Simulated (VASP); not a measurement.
A run of VASP 6.6.1:

The input POSCAR:

```
GaN
1.0
    3.0876054770      0.0000000000      0.0000000000
   -1.5438027385      2.6739447799      0.0000000000
    0.0000000000      0.0000000000      5.1058422989
Ga N
2 2
Direct
    0.3333333333      0.6666666667      0.9991101046
    0.6666666667      0.3333333333      0.4991101046
    0.3333333333      0.6666666667      0.3758898954
    0.6666666667      0.3333333333      0.8758898954
```

The input INCAR.step1:

```
PREC = Accurate
ENCUT = 520
ISMEAR = 0
SIGMA = 0.05
LREAL = F
LASPH = T
NELM = 60
NBANDS = 26
GGA = PE
ALGO = Normal
EDIFF = 1E-4
LWAVE = T
LCHARG = F
```

File INCAR.step2:

```
PREC = Accurate
ENCUT = 520
EDIFF = 1E-6
ISMEAR = 0
SIGMA = 0.05
LREAL = F
LASPH = T
NELM = 60
ALGO = Normal
ISIF = 2
LWAVE = F
LCHARG = F
METAGGA = R2SCAN
LMIXTAU = T
NBANDS = 26
ISTART = 1
```

Contents of KPOINTS:

```
regular mesh
0
Gamma
  12 12 6
```

Potentials or basis: VASP PAW PBE potentials, release 64 (Ga_d, N).

Run with:

```sh
$ cat potpaw_PBE.64/Ga_d/POTCAR potpaw_PBE.64/N/POTCAR > POTCAR
$ cp INCAR.step1 INCAR
$ mpirun -np 1 vasp_std > vasp.out
$ cp INCAR.step2 INCAR
$ mpirun -np 1 vasp_std > vasp.out
```

Hardware: 1 thread of AMD EPYC 9R45 96-Core Processor (Zen 5), on a shared host.

Q: Estimate the wall time of this run.

A: Wall time 2.8 min on 1 thread of AMD EPYC 9R45 96-Core Processor (Zen 5) (shared host), peak memory 0.18 GiB. Counts: k points 76.
